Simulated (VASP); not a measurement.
# SnO2 (P4_2/mnm) in VASP: a series of runs

The runs below take SnO2 through single point, with r2SCAN.

All numbers are computed with VASP 6.6.1; they aren't measurements. Logs are shortened: lines on timing, memory, paths and dates and some standing lists are left out, and cuts for length are marked.

### Step 1. The cell of the first run

It takes space group P4_2/mnm (No. 136, tetragonal). Conventional cell: a = 4.617 Å, b = 4.617 Å, c = 3.201 Å, α = 90.00°, β = 90.00°, γ = 90.00°. Sn (site symmetry mmm) has 6 O at 2.00 to 2.04 Å within 2.6 Å. Within 2.6 Å of O (site symmetry m2m) lie 3 Sn at 2.00 to 2.04 Å and 1 O at 2.54 Å.

### Step 2. Single point, r2SCAN (strain -0.0300 x Voigt [1, 1, 0, 0, 0, 0])

File POSCAR:

```
SnO2
1.0
    4.6174099830      0.0000000000      0.0000000000
    0.0000000000      4.6174099830      0.0000000000
    0.0000000000      0.0000000000      3.2005650988
Sn O
2 4
Direct
    0.0000000000      0.0000000000      0.0000000000
    0.5000000000      0.5000000000      0.5000000000
    0.3058934984      0.3058934984      0.0000000000
    0.1941065016      0.8058934984      0.5000000000
    0.6941065016      0.6941065016      0.0000000000
    0.8058934984      0.1941065016      0.5000000000
```

File INCAR.step1:

```
PREC     = Accurate       # precision mode
ENCUT    = 520            # plane-wave cutoff, eV
ISMEAR   = 0              # smearing method
SIGMA    = 0.05           # smearing width, eV
LREAL    = False          # projectors in reciprocal space
LASPH    = True           # aspherical terms in the spheres
NELM     = 100            # most SCF steps
NBANDS   = 35             # bands
GGA      = PE             # functional
ALGO     = Normal         # electronic algorithm
EDIFF    = 1E-4           # SCF threshold, eV
LWAVE    = True           # write WAVECAR
LCHARG   = False          # write CHGCAR
```

File INCAR.step2:

```
PREC     = Accurate       # precision mode
ENCUT    = 520            # plane-wave cutoff, eV
EDIFF    = 1E-6           # SCF threshold, eV
ISMEAR   = 0              # smearing method
SIGMA    = 0.05           # smearing width, eV
LREAL    = False          # projectors in reciprocal space
LASPH    = True           # aspherical terms in the spheres
NELM     = 100            # most SCF steps
ALGO     = Normal         # electronic algorithm
ISIF     = 2              # what is computed and relaxed
LWAVE    = False          # write WAVECAR
LCHARG   = True           # write CHGCAR
METAGGA  = R2SCAN         # meta-GGA
LMIXTAU  = True         
LELF     = True           # ELF
LVHAR    = True         
NBANDS   = 35             # bands
ISTART   = 1
```

File KPOINTS:

```
regular mesh
0
Gamma
  6 6 8
```

Potentials or basis: VASP PAW PBE potentials, release 64 (Sn_d, O).

Launch:

```
$ cat potpaw_PBE.64/Sn_d/POTCAR potpaw_PBE.64/O/POTCAR > POTCAR
$ cp INCAR.step1 INCAR
$ mpirun -np 1 vasp_std > vasp.out
$ cp INCAR.step2 INCAR
$ mpirun -np 1 vasp_std > vasp.out
```

OUTCAR:

```text
PREC = Accurate
   ENCUT = 520
   EDIFF = 1E-6
   ISMEAR = 0
   LREAL = False
   LASPH = True
   NELM = 100
   ISIF = 2
   METAGGA = R2SCAN
   ISTART = 1

 ion  position               nearest neighbor table
   1  0.000  0.000  0.000-   3 2.00   5 2.00   4 2.04   6 2.04   4 2.04   6 2.04   2 3.64   2 3.64
                             2 3.64   2 3.64   2 3.64   2 3.64   2 3.64   2 3.64
   2  0.500  0.500  0.500-   4 2.00   6 2.00   5 2.04   3 2.04   3 2.04   5 2.04   1 3.64   1 3.64
                             1 3.64   1 3.64   1 3.64   1 3.64   1 3.64   1 3.64
   3  0.306  0.306  0.000-   1 2.00   2 2.04   2 2.04
   4  0.194  0.806  0.500-   2 2.00   1 2.04   1 2.04
   5  0.694  0.694  0.000-   1 2.00   2 2.04   2 2.04
   6  0.806  0.194  0.500-   2 2.00   1 2.04   1 2.04

  LATTYP: Found a simple tetragonal cell.
 ALAT       =     4.6174099830
 C/A-ratio  =     0.6931515959

  Lattice vectors:

 A1 = (   4.6174099830,   0.0000000000,   0.0000000000)
 A2 = (   0.0000000000,   4.6174099830,   0.0000000000)
 A3 = (   0.0000000000,   0.0000000000,   3.2005650988)

Analysis of symmetry for initial positions (statically):
=====================================================================
 Subroutine PRICEL returns:
 Original cell was already a primitive cell.

 Routine SETGRP: Setting up the symmetry group for a
 simple tetragonal supercell.

 Subroutine GETGRP returns: Found 16 space group operations
 (whereof  8 operations were pure point group operations)
 out of a pool of 16 trial point group operations.

The static configuration has the point symmetry D_2h.
 The point group associated with its full space group is D_4h.

Analysis of symmetry for dynamics (positions and initial velocities):
=====================================================================
 Subroutine PRICEL returns:
 Original cell was already a primitive cell.

 Routine SETGRP: Setting up the symmetry group for a
 simple tetragonal supercell.

 Subroutine GETGRP returns: Found 16 space group operations
 (whereof  8 operations were pure point group operations)
 out of a pool of 16 trial point group operations.

The dynamic configuration has the point symmetry D_2h.
 The point group associated with its full space group is D_4h.

 Subroutine INISYM returns: Found 16 space group operations
 (whereof  8 operations are pure point group operations),
 and found     1 'primitive' translations

----------------------------------------------------------------------------------------

                                     Primitive cell

  volume of cell :      68.2376

[... 103 lines left out ...]
   ISYM   =      2    0-nonsym 1-usesym 2-fastsym
   POTIM  = 0.5000    time-step for ionic-motion
   TEBEG  =    0.0;   TEEND  =   0.0 temperature during run
   PSTRESS=    0.0 pullay stress
   NELECT =      52.0000    total number of electrons
   NUPDOWN=      -1.0000    fix difference up-down
   EMIN   =  10.00;   EMAX   =-10.00  energy-range for DOS
   EFERMI =   0.00;   METHOD = LEGACY
   ISMEAR =     0;   SIGMA  =   0.05  broadening in eV -4-tet -1-fermi 0-gaus
   EFERMI_NEDOS =   21; number of points for ismear=-14 and -15
   IALGO  =     38    algorithm
   IMIX   =      4    mixing-type and parameters
     AMIX     =   0.40;   BMIX     =  1.00
     AMIX_MAG =   1.60;   BMIX_MAG =  1.00
  volume/ion in A,a.u.               =      11.37        76.75
  Fermi-wavevector in a.u.,A,eV,Ry     =   1.495322  2.825749 30.422468  2.235988
  Thomas-Fermi vector in A             =   2.607482
   LORBIT       =      0    0 simple, 1 ext, 2 COOP (PROOUT), +10 PAW based schemes
   METAGGA = R2SCAN    functional components
   LHFCALC =     F    Hartree Fock is set to
   AEXX    =    0.0000 exact exchange contribution
   IVDW    =     0    specifies the selected vdW correction
   LEPSILON=     F    determine dielectric tensor
   LRPA    =     F    only Hartree local field effects (RPA)
 non-spin polarized calculation
 Gauss-broadening in eV      SIGMA  =   0.05
  energy-cutoff  :      520.00
  volume of cell :       68.24
 maximum number of plane-waves:      1860
 NGX is ok and might be reduce to    36
   NGX = 17   NGY = 17   NGZ = 11

 number of electron      52.0000015 magnetization

 Free energy of the ion-electron system (eV)
  ---------------------------------------------------
  ext. energy  EPLUGINS =         0.00000000
  ---------------------------------------------------
  free energy    TOTEN  =       -84.40027862 eV

  energy without entropy =      -84.40027862  energy(sigma->0) =      -84.40027862

 E-fermi :   6.5311     XC(G=0): -12.3334

 val. band max:        6.2827284425   @ k =   0.0000   0.0000   0.0000
 cond. band min:       8.7529083637   @ k =   0.0000   0.0000   0.0000
 fundamental gap:      2.4701799212
 Fermi energy:         6.5310939273

 k-point     1 :       0.0000    0.0000    0.0000
  band No.  band energies     occupation
      1     -15.5634      2.00000
      2     -14.5058      2.00000
      3     -14.1662      2.00000
      4     -14.0758      2.00000
      5     -14.0758      2.00000
      6     -14.0476      2.00000
[... 901 lines left out ...]
     34      19.9584      0.00000
     35      20.3693      0.00000

 [... further k-points ...]

------------------------ aborting loop because EDIFF is reached ----------------------------------------

  FORCE on cell =-STRESS in cart. coord.  units (eV):
  Direction    XX          YY          ZZ          XY          YZ          ZX
  --------------------------------------------------------------------------------------
  -------------------------------------------------------------------------------------
  Total        7.0490179      7.0490179      5.4140336     -0.0000000      0.0000000      0.0000000
  in kB      165.5067282    165.5067282    127.1182748     -0.0000000      0.0000000      0.0000000
  external PRESSURE =     152.7105771 kB  Pullay stress =       0.0000000 kB

 VOLUME and BASIS-vectors are now :
 -----------------------------------------------------------------------------
  energy-cutoff  :      520.00
  volume of cell :       68.24
      direct lattice vectors                 reciprocal lattice vectors
     4.617409983  0.000000000  0.000000000     0.216571629  0.000000000  0.000000000
     0.000000000  4.617409983  0.000000000     0.000000000  0.216571629  0.000000000
     0.000000000  0.000000000  3.200565099     0.000000000  0.000000000  0.312444824

 POSITION                                       TOTAL-FORCE (eV/Angst)
 -----------------------------------------------------------------------------------
      0.00000      0.00000      0.00000        -0.000000      0.000000      0.000000
      2.30870      2.30870      1.60028        -0.000000      0.000000      0.000000
      1.41244      1.41244      0.00000        -0.025412     -0.025412     -0.000000
      0.89627      3.72114      1.60028         0.025412     -0.025412     -0.000000
      3.20497      3.20497      0.00000         0.025412      0.025412      0.000000
      3.72114      0.89627      1.60028        -0.025412      0.025412      0.000000
 -----------------------------------------------------------------------------------
    total drift:                                0.000000      0.000000      0.000000

  FREE ENERGIE OF THE ION-ELECTRON SYSTEM (eV)
  ---------------------------------------------------
  free  energy   TOTEN  =       -84.4002786163 eV

  energy  without entropy=      -84.4002786163  energy(sigma->0) =      -84.40027862
```

OUTCAR.step1:

```text
PREC = Accurate
   ENCUT = 520
   ISMEAR = 0
   LREAL = False
   LASPH = True
[... 1153 lines left out ...]
      1.41244      1.41244      0.00000        -0.028941     -0.028941     -0.000000
      0.89627      3.72114      1.60028         0.028941     -0.028941      0.000000
      3.20497      3.20497      0.00000         0.028941      0.028941      0.000000
      3.72114      0.89627      1.60028        -0.028941      0.028941      0.000000
 -----------------------------------------------------------------------------------
    total drift:                                0.000000      0.000000      0.000000

  FREE ENERGIE OF THE ION-ELECTRON SYSTEM (eV)
  ---------------------------------------------------
  free  energy   TOTEN  =       -36.8204890167 eV

  energy  without entropy=      -36.8204890167  energy(sigma->0) =      -36.82048902
```

Run time: 2.5 min. Hardware: 1 thread of Intel Xeon 6975P-C (Granite Rapids), shared host; peak memory 0.24 GiB.

What came out:

- Free energy: -84.4003 eV
- Pressure: 15.3 GPa
- Largest force: 0.036 eV/Å
- Band gap on the k mesh: 2.47 eV

Forces on the atoms (eV/Å):
```
Sn   0.000  0.000  0.000
Sn   0.000  0.000  0.000
O   -0.025 -0.025  0.000
O    0.025 -0.025  0.000
O    0.025  0.025  0.000
O   -0.025  0.025  0.000
```

Caveat: the cell differs from its parent crystal (strain -0.0300 x Voigt [1, 1, 0, 0, 0, 0]); the cell stands under pressure; the PAW data sets were made with another functional, which shifts forces and pressure a little; spin-orbit coupling is left out, which moves the levels of the heavy elements.

(Part 1 of 2 ends here.)
